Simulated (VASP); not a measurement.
# C (C2/m) in VASP: a series of runs

The runs below take C through single point, with PBEsol.

Program: VASP 6.6.1. These are calculated values, not measurements. Logs are shortened: lines on timing, memory, paths and dates and some standing lists are left out, and cuts for length are marked.

## 1. The cell of the first run

Symmetry: C2/m, No. 12, monoclinic system. Conventional cell: a = 4.183 Å, b = 2.415 Å, c = 3.701 Å, α = 90.00°, β = 111.49°, γ = 90.00°. Within 1.9 Å of C (site symmetry m) lie 3 C at 1.39 Å.

## 2. Single point, PBEsol

Input file INCAR:

```
SYSTEM = C
PREC = Accurate
ENCUT = 520
EDIFF = 1E-6
ISMEAR = -1
SIGMA = 0.1
LREAL = .FALSE.
LASPH = .TRUE.
NELM = 100
ALGO = Normal
ISIF = 2
LWAVE = .FALSE.
LCHARG = .FALSE.
GGA = PS
NBANDS = 11
```

Input file KPOINTS:

```
regular mesh
0
G
  14 14 8
  0 0 0
```

Input file POSCAR:

```
C
1.0
    2.0912567619     -1.2074576723      0.0000000000
    2.0912567619      1.2074576723      0.0000000000
   -1.3556914158      0.0000000000      3.4434485284
C
2
Direct
    0.8333600000      0.8333600000      0.0000900000
    0.1666400000      0.1666400000      0.9999100000
```

Potentials or basis: VASP PAW PBE potentials, release 64 (C).

Launch:

```console
$ cat potpaw_PBE.64/C/POTCAR > POTCAR
$ mpirun -np 1 vasp_std > vasp.out
```

OUTCAR:

```text
SYSTEM = C
   PREC = Accurate
   ENCUT = 520
   EDIFF = 1E-6
   ISMEAR = -1
   LREAL = .FALSE.
   LASPH = .TRUE.
   NELM = 100
   ISIF = 2
   GGA = PS

 ion  position               nearest neighbor table
   1  0.833  0.833  0.000-   2 1.39   2 1.39   2 1.39
   2  0.167  0.167  1.000-   1 1.39   1 1.39   1 1.39

  LATTYP: Found a base centered monoclinic cell.
 ALAT       =     4.1825135238
 B/A-ratio  =     0.5773837504
 C/A-ratio  =     0.8848047022
 COS(beta)  =    -0.3663330234

  Lattice vectors:

 A1 = (   2.0912567619,  -1.2074576723,   0.0000000000)
 A2 = (   2.0912567619,   1.2074576723,   0.0000000000)
 A3 = (  -1.3556914158,   0.0000000000,   3.4434485284)

Analysis of symmetry for initial positions (statically):
=====================================================================
 Subroutine PRICEL returns:
 Original cell was already a primitive cell.

 Routine SETGRP: Setting up the symmetry group for a
 base centered monoclinic supercell.

 Subroutine GETGRP returns: Found  4 space group operations
 (whereof  4 operations were pure point group operations)
 out of a pool of  4 trial point group operations.

The static configuration has the point symmetry C_2h.

Analysis of symmetry for dynamics (positions and initial velocities):
=====================================================================
 Subroutine PRICEL returns:
 Original cell was already a primitive cell.

 Routine SETGRP: Setting up the symmetry group for a
 base centered monoclinic supercell.

 Subroutine GETGRP returns: Found  4 space group operations
 (whereof  4 operations were pure point group operations)
 out of a pool of  4 trial point group operations.

The dynamic configuration has the point symmetry C_2h.

 Subroutine INISYM returns: Found  4 space group operations
 (whereof  4 operations are pure point group operations),
 and found     1 'primitive' translations

----------------------------------------------------------------------------------------

                                     Primitive cell

  volume of cell :      17.3901

  direct lattice vectors                    reciprocal lattice vectors
     2.091256762 -1.207457672  0.000000000     0.239090679 -0.414093191  0.094130398
     2.091256762  1.207457672  0.000000000     0.239090679  0.414093191  0.094130398
    -1.355691416  0.000000000  3.443448528     0.000000000  0.000000000  0.290406548

  length of vectors
     2.414810319  2.414810319  3.700707633     0.487337722  0.487337722  0.290406548
[... 83 lines left out ...]
   EDIFFG = 0.1E-04   stopping-criterion for IOM
   NSW    =      0    number of steps for IOM
   IBRION =     -1    ionic relax: 0-MD 1-quasi-New 2-CG
   NFREE  =      0    steps in history (QN), initial steepest desc. (CG)
   ISIF   =      2    stress and relaxation
   ISYM   =      2    0-nonsym 1-usesym 2-fastsym
   POTIM  = 0.5000    time-step for ionic-motion
   TEBEG  =    0.0;   TEEND  =   0.0 temperature during run
   PSTRESS=    0.0 pullay stress
   NELECT =       8.0000    total number of electrons
   NUPDOWN=      -1.0000    fix difference up-down
   EMIN   =  10.00;   EMAX   =-10.00  energy-range for DOS
   EFERMI =   0.00;   METHOD = LEGACY
   ISMEAR =    -1;   SIGMA  =   0.10  broadening in eV -4-tet -1-fermi 0-gaus
   EFERMI_NEDOS =   21; number of points for ismear=-14 and -15
   IALGO  =     38    algorithm
   IMIX   =      4    mixing-type and parameters
     AMIX     =   0.40;   BMIX     =  1.00
     AMIX_MAG =   1.60;   BMIX_MAG =  1.00
  volume/ion in A,a.u.               =       8.70        58.68
  Fermi-wavevector in a.u.,A,eV,Ry     =   1.263777  2.388193 21.730313  1.597133
  Thomas-Fermi vector in A             =   2.397117
   LORBIT       =      0    0 simple, 1 ext, 2 COOP (PROOUT), +10 PAW based schemes
   GGA     = PS    functional components
   LHFCALC =     F    Hartree Fock is set to
   AEXX    =    0.0000 exact exchange contribution
   IVDW    =     0    specifies the selected vdW correction
   LEPSILON=     F    determine dielectric tensor
   LRPA    =     F    only Hartree local field effects (RPA)
 non-spin polarized calculation
  energy-cutoff  :      520.00
  volume of cell :       17.39
 maximum number of plane-waves:       484
 NGX is ok and might be reduce to    18
   NGX =  9   NGY =  9   NGZ = 13

 number of electron       8.0000001 magnetization

 Free energy of the ion-electron system (eV)
  ---------------------------------------------------
  ext. energy  EPLUGINS =         0.00000000
  ---------------------------------------------------
  free energy    TOTEN  =       -19.23807693 eV

  energy without entropy =      -19.23782749  energy(sigma->0) =      -19.23795221

 E-fermi :   4.7914     XC(G=0): -10.4860

 val. band max:        4.4060192190   @ k =  -0.2857   0.3571   0.1250
 cond. band min:       5.2019500052   @ k =  -0.3571   0.3571   0.5000
 fundamental gap:      0.7959307862
 Fermi energy:         4.7914171333

 k-point     1 :       0.0000    0.0000    0.0000
  band No.  band energies     occupation
      1     -15.3446      2.00000
      2      -2.4104      2.00000
      3       1.8024      2.00000
      4       1.8047      2.00000
      5       8.3537      0.00000
      6      13.4934      0.00000
      7      13.4977      0.00000
      8      16.9143      0.00000
      9      18.9156      0.00000
     10      27.9519      0.00000
     11      29.5569      0.00000
[... 309 lines left out ...]
 k-point    24 :       0.2857    0.1429    0.0000
  band No.  band energies     occupation
      1     -13.8045      2.00000
      2      -2.1268      2.00000
      3      -1.0270      2.00000
      4      -1.0139      2.00000
      5      11.0069      0.00000
      6      12.5391      0.00000
      7      14.8057      0.00000
      8      16.8415      0.00000
      9      22.0118      0.00000
     10      23.1727      0.00000
     11      29.3179      0.00000

 [... further k-points ...]
[... 5 lines left out ...]
  --------------------------------------------------------------------------------------
  -------------------------------------------------------------------------------------
  Total        2.7175376      2.7120204      0.0663493      0.0000000      0.0000000     -0.0042054
  in kB      250.3705694    249.8622618      6.1128506      0.0000000      0.0000000     -0.3874512
  external PRESSURE =     168.7818939 kB  Pullay stress =       0.0000000 kB

 VOLUME and BASIS-vectors are now :
 -----------------------------------------------------------------------------
  energy-cutoff  :      520.00
  volume of cell :       17.39
      direct lattice vectors                 reciprocal lattice vectors
     2.091256762 -1.207457672  0.000000000     0.239090679 -0.414093191  0.094130398
     2.091256762  1.207457672  0.000000000     0.239090679  0.414093191  0.094130398
    -1.355691416  0.000000000  3.443448528     0.000000000  0.000000000  0.290406548

 POSITION                                       TOTAL-FORCE (eV/Angst)
 -----------------------------------------------------------------------------------
      3.48542      0.00000      0.00031         0.001869      0.000000     -0.001734
     -0.65860      0.00000      3.44314        -0.001869      0.000000      0.001734
 -----------------------------------------------------------------------------------
    total drift:                                0.000000      0.000000     -0.000000

  FREE ENERGIE OF THE ION-ELECTRON SYSTEM (eV)
  ---------------------------------------------------
  free  energy   TOTEN  =       -19.2380769281 eV

  energy  without entropy=      -19.2378274930  energy(sigma->0) =      -19.23795221
```

OSZICAR:

```text
N       E                     dE             d eps       ncg     rms          rms(c)
DAV:   1    -0.164193643052E+00   -0.16419E+00   -0.41306E+03  9665   0.648E+02
DAV:   2    -0.202219670178E+02   -0.20058E+02   -0.19259E+02 12562   0.120E+02
DAV:   3    -0.206564481920E+02   -0.43448E+00   -0.43371E+00 11934   0.143E+01
DAV:   4    -0.206579888406E+02   -0.15406E-02   -0.15405E-02 10961   0.104E+00
DAV:   5    -0.206579949611E+02   -0.61205E-05   -0.61200E-05 12127   0.599E-02    0.688E+00
DAV:   6    -0.195771995604E+02    0.10808E+01   -0.91536E-01 11001   0.558E+00    0.397E+00
DAV:   7    -0.192352857837E+02    0.34191E+00   -0.10128E+00 11324   0.593E+00    0.109E+00
DAV:   8    -0.192384641592E+02   -0.31784E-02   -0.26905E-02 10526   0.104E+00    0.162E-01
DAV:   9    -0.192380255077E+02    0.43865E-03   -0.86674E-04 11389   0.180E-01    0.728E-02
DAV:  10    -0.192380763587E+02   -0.50851E-04   -0.18550E-04 11018   0.914E-02    0.344E-02
DAV:  11    -0.192380769281E+02   -0.56945E-06   -0.80520E-06 11260   0.168E-02
   1 F= -.19238077E+02 E0= -.19237952E+02  d E =-.249435E-03
```

Wall time 24 s (1 thread of Intel Xeon 6975P-C (Granite Rapids), shared host); peak memory 0.17 GiB.

What came out:

```
Free energy            : -19.2381 eV
Pressure               : 16.9 GPa
Band gap on the k mesh : 0.80 eV, indirect (least direct gap 0.82 eV)
```

Forces in eV/Å, atoms in the order of the input:
```
C    0.002  0.000 -0.002
C   -0.002  0.000  0.002
```

Stress tensor (GPa, compression positive):
```
25.04  0.00 -0.04
 0.00 24.99  0.00
-0.04  0.00  0.61
```

Caveat: the PAW data sets were made with another functional, which shifts forces and pressure a little; this functional lacks dispersion, which binds the layers, so the pressure and a relaxed spacing across them are unreliable. A k mesh can miss the band edges.

## 3. Single point, PBEsol

This run uses another cell than the first one, of 8.97 Å³/atom, 1.032 times its volume.

Input file INCAR:

```
ALGO = Normal
EDIFF = 1E-7
ENCUT = 520
GGA = PS
ISIF = 2
ISMEAR = -1
LASPH = T
LCHARG = F
LREAL = F
LWAVE = F
NBANDS = 11
NELM = 80
PREC = Accurate
SIGMA = 0.1
```

Input file KPOINTS:

```
k-points
0
Gamma
  14 14 8
```

Input file POSCAR:

```
C
1.0
    2.1130422544     -1.2200362617      0.0000000000
    2.1130422544      1.2200362617      0.0000000000
   -1.3698142178      0.0000000000      3.4793203655
C
2
Direct
    0.8333600000      0.8333600000      0.0000900000
    0.1666400000      0.1666400000      0.9999100000
```

Potentials or basis: VASP PAW PBE potentials, release 64 (C).

Launch:

```console
$ cat potpaw_PBE.64/C/POTCAR > POTCAR
$ mpirun -np 1 vasp_std > vasp.out
```

It took 29 s on 1 thread of Intel Xeon 6975P-C (Granite Rapids), shared host; peak memory 0.16 GiB.

Results (log left out):

```yaml
Free_energy: -19.2795 eV
Pressure: 7.3 GPa
Band_gap_on_the_k_mesh: 0.79 eV, indirect (least direct gap 0.81 eV)
```

Forces on the atoms (eV/Å):
```
C    0.002  0.000 -0.002
C   -0.002  0.000  0.002
```

Stress tensor (GPa, compression positive):
```
10.70  0.00 -0.03
 0.00 10.65  0.00
-0.03  0.00  0.47
```

Levels at points of the mesh, in eV from the valence-band top:
| k point | band 1 | band 2 | band 3 | band 4 | band 5 | band 6 | band 7 | band 8 | band 9 |
| --- | --- | --- | --- | --- | --- | --- | --- | --- | --- |
| (0.00, 0.00, 0.00) | -19.49 | -6.64 | -2.63 | -2.62 | 4.00 | 8.87 | 8.88 | 12.12 | 13.77 |
| (0.50, 0.00, 0.00) | -14.00 | -13.12 | -6.11 | -1.77 | 2.31 | 8.17 | 11.90 | 12.34 | 18.46 |
| (0.50, 0.50, 0.00) | -13.92 | -13.05 | -6.15 | -2.34 | 1.70 | 7.86 | 13.22 | 14.64 | 19.69 |
| (0.00, 0.00, 0.50) | -19.26 | -8.29 | -2.64 | -2.64 | 8.84 | 8.84 | 9.75 | 12.28 | 13.61 |
| (0.50, 0.00, 0.50) | -13.91 | -13.05 | -6.15 | -2.39 | 1.65 | 7.86 | 13.31 | 14.87 | 19.72 |
| (0.50, 0.50, 0.50) | -13.99 | -13.11 | -6.11 | -1.82 | 2.26 | 8.17 | 11.99 | 12.49 | 18.51 |

Caveat: the PAW data sets were made with another functional, which shifts forces and pressure a little; this functional lacks dispersion, which binds the layers, so the pressure and a relaxed spacing across them are unreliable.

## 4. Single point, PBEsol

This run uses another cell than the first one, of 9.24 Å³/atom, 1.063 times its volume.

Input file INCAR:

```
SYSTEM = C
PREC = Accurate
ENCUT = 520
EDIFF = 1E-7
ISMEAR = -1
SIGMA = 0.1
LREAL = .False.
LASPH = .True.
NELM = 60
ALGO = Normal
ISIF = 2
LWAVE = .False.
LCHARG = .False.
GGA = PS
NBANDS = 11
```

Input file KPOINTS:

```
Automatic mesh
0
Gamma
  14 14 8
  0 0 0
```

Input file POSCAR:

```
C
1.0
    2.1343875602     -1.2323606944      0.0000000000
    2.1343875602      1.2323606944      0.0000000000
   -1.3836516616      0.0000000000      3.5144673945
C
2
Direct
    0.8333600000      0.8333600000      0.0000900000
    0.1666400000      0.1666400000      0.9999100000
```

Potentials or basis: VASP PAW PBE potentials, release 64 (C).

Launch:

```console
$ cat potpaw_PBE.64/C/POTCAR > POTCAR
$ mpirun -np 1 vasp_std > vasp.out
```

OUTCAR:

```text
SYSTEM = C
   PREC = Accurate
   ENCUT = 520
   EDIFF = 1E-7
   ISMEAR = -1
   LREAL = .False.
   LASPH = .True.
   NELM = 60
   ISIF = 2
   GGA = PS

 ion  position               nearest neighbor table
   1  0.833  0.833  0.000-   2 1.42   2 1.42   2 1.42
   2  0.167  0.167  1.000-   1 1.42   1 1.42   1 1.42

  LATTYP: Found a base centered monoclinic cell.
 ALAT       =     4.2687751204
 B/A-ratio  =     0.5773837504
 C/A-ratio  =     0.8848047022
 COS(beta)  =    -0.3663330234

  Lattice vectors:

 A1 = (   2.1343875602,  -1.2323606944,   0.0000000000)
 A2 = (   2.1343875602,   1.2323606944,   0.0000000000)
 A3 = (  -1.3836516616,   0.0000000000,   3.5144673945)

Analysis of symmetry for initial positions (statically):
=====================================================================
 Subroutine PRICEL returns:
 Original cell was already a primitive cell.

 Routine SETGRP: Setting up the symmetry group for a
 base centered monoclinic supercell.

 Subroutine GETGRP returns: Found  4 space group operations
 (whereof  4 operations were pure point group operations)
 out of a pool of  4 trial point group operations.
[... 165 lines left out ...]
 cond. band min:       4.6493414181   @ k =  -0.3571   0.3571   0.5000
 fundamental gap:      0.7772999542
 Fermi energy:         4.2470427838

 k-point     1 :       0.0000    0.0000    0.0000
  band No.  band energies     occupation
      1     -15.3754      2.00000
      2      -2.6044      2.00000
      3       1.2286      2.00000
      4       1.2307      2.00000
      5       7.9219      0.00000
      6      12.5384      0.00000
      7      12.5424      0.00000
      8      15.6221      0.00000
      9      16.9394      0.00000
     10      26.5880      0.00000
     11      28.0768      0.00000
[... 309 lines left out ...]
 k-point    24 :       0.2857    0.1429    0.0000
  band No.  band energies     occupation
      1     -13.8939      2.00000
      2      -2.6113      2.00000
      3      -1.4337      2.00000
      4      -1.2677      2.00000
      5      10.4618      0.00000
      6      11.5711      0.00000
      7      13.7619      0.00000
      8      15.4618      0.00000
      9      20.3908      0.00000
     10      22.1107      0.00000
     11      27.8984      0.00000

 [... further k-points ...]
[... 5 lines left out ...]
  --------------------------------------------------------------------------------------
  -------------------------------------------------------------------------------------
  Total       -0.2109011     -0.2164267      0.0384990      0.0000000      0.0000000     -0.0036240
  in kB      -18.2763184    -18.7551576      3.3362597      0.0000000      0.0000000     -0.3140535
  external PRESSURE =     -11.2317388 kB  Pullay stress =       0.0000000 kB

 VOLUME and BASIS-vectors are now :
 -----------------------------------------------------------------------------
  energy-cutoff  :      520.00
  volume of cell :       18.49
      direct lattice vectors                 reciprocal lattice vectors
     2.134387560 -1.232360694  0.000000000     0.234259236 -0.405725371  0.092228251
     2.134387560  1.232360694  0.000000000     0.234259236  0.405725371  0.092228251
    -1.383651662  0.000000000  3.514467395     0.000000000  0.000000000  0.284538136

 POSITION                                       TOTAL-FORCE (eV/Angst)
 -----------------------------------------------------------------------------------
      3.55730      0.00000      0.00032         0.001836      0.000000     -0.002759
     -0.67218      0.00000      3.51415        -0.001836      0.000000      0.002759
 -----------------------------------------------------------------------------------
    total drift:                                0.000000      0.000000     -0.000000

  FREE ENERGIE OF THE ION-ELECTRON SYSTEM (eV)
  ---------------------------------------------------
  free  energy   TOTEN  =       -19.2900584294 eV

  energy  without entropy=      -19.2897630259  energy(sigma->0) =      -19.28991073
```

OSZICAR:

```text
N       E                     dE             d eps       ncg     rms          rms(c)
DAV:   1     0.226549308698E+00    0.22655E+00   -0.40547E+03  9593   0.643E+02
DAV:   2    -0.199885934939E+02   -0.20215E+02   -0.19270E+02 12482   0.119E+02
DAV:   3    -0.204704643909E+02   -0.48187E+00   -0.48080E+00 11912   0.148E+01
DAV:   4    -0.204723221713E+02   -0.18578E-02   -0.18576E-02 11122   0.112E+00
DAV:   5    -0.204723296902E+02   -0.75189E-05   -0.75186E-05 12016   0.650E-02    0.636E+00
DAV:   6    -0.195750587812E+02    0.89727E+00   -0.75530E-01 11055   0.500E+00    0.367E+00
DAV:   7    -0.192876802254E+02    0.28738E+00   -0.84996E-01 11349   0.536E+00    0.962E-01
DAV:   8    -0.192903190485E+02   -0.26388E-02   -0.21943E-02 10503   0.934E-01    0.137E-01
DAV:   9    -0.192899973388E+02    0.32171E-03   -0.66205E-04 11453   0.158E-01    0.642E-02
DAV:  10    -0.192900573721E+02   -0.60033E-04   -0.16815E-04 10867   0.848E-02    0.293E-02
DAV:  11    -0.192900580348E+02   -0.66272E-06   -0.68597E-06 11489   0.152E-02    0.805E-03
DAV:  12    -0.192900584960E+02   -0.46124E-06   -0.60457E-07 10761   0.500E-03    0.187E-03
DAV:  13    -0.192900584294E+02    0.66650E-07   -0.13465E-07 11768   0.220E-03
   1 F= -.19290058E+02 E0= -.19289911E+02  d E =-.295403E-03
```

stdout:

```text
POSCAR found type information on POSCAR C
 POSCAR found :  1 types and       2 ions
 scaLAPACK will be used
 -----------------------------------------------------------------------------
|                                                                             |
|                                                                             |
|     You enforced a specific xc type in the INCAR file but a different       |
|     I HOPE YOU KNOW WHAT YOU ARE DOING!                                     |
|                                                                             |
 -----------------------------------------------------------------------------

 LDA part: xc-table for (Slater+PW92), standard interpolation
 POSCAR, INCAR and KPOINTS ok, starting setup
 FFT: planning ... GRIDC
 FFT: planning ... GRID_SOFT
 FFT: planning ... GRID
 WAVECAR not read
 entering main loop
```

Run time: 29 s. Hardware: 1 thread of Intel Xeon 6975P-C (Granite Rapids), shared host; peak memory 0.17 GiB.

What came out:

* Free energy: -19.2901 eV
* Pressure: -1.1 GPa
* Largest force: 0.003 eV/Å
* Band gap on the k mesh: 0.78 eV, indirect (least direct gap 0.80 eV)

Forces in eV/Å, atoms in the order of the input:
```
C    0.002  0.000 -0.003
C   -0.002  0.000  0.003
```

Stress tensor (GPa, compression positive):
```
-1.83  0.00 -0.03
 0.00 -1.88  0.00
-0.03  0.00  0.33
```

Levels at points of the mesh, in eV from the valence-band top:
```tsv
k point	band 1	band 2	band 3	band 4	band 5	band 6	band 7	band 8
(0.00, 0.00, 0.00)	-19.25	-6.48	-2.64	-2.64	4.05	8.67	8.67	11.75
(0.50, 0.00, 0.00)	-13.90	-12.92	-6.03	-1.73	2.28	7.86	11.77	12.23
(0.50, 0.50, 0.00)	-13.82	-12.86	-6.07	-2.28	1.70	7.57	13.02	14.46
(0.00, 0.00, 0.50)	-19.03	-8.06	-2.65	-2.65	8.63	8.64	9.64	11.90
(0.50, 0.00, 0.50)	-13.82	-12.86	-6.07	-2.32	1.65	7.57	13.11	14.68
(0.50, 0.50, 0.50)	-13.89	-12.92	-6.03	-1.77	2.23	7.85	11.86	12.38
```

Caveat: the PAW data sets were made with another functional, which shifts forces and pressure a little; this functional lacks dispersion, which binds the layers, so the pressure and a relaxed spacing across them are unreliable. PBEsol gaps usually lie below the measured ones, often by a third to a half.

(Continued in part 2 of 2.)
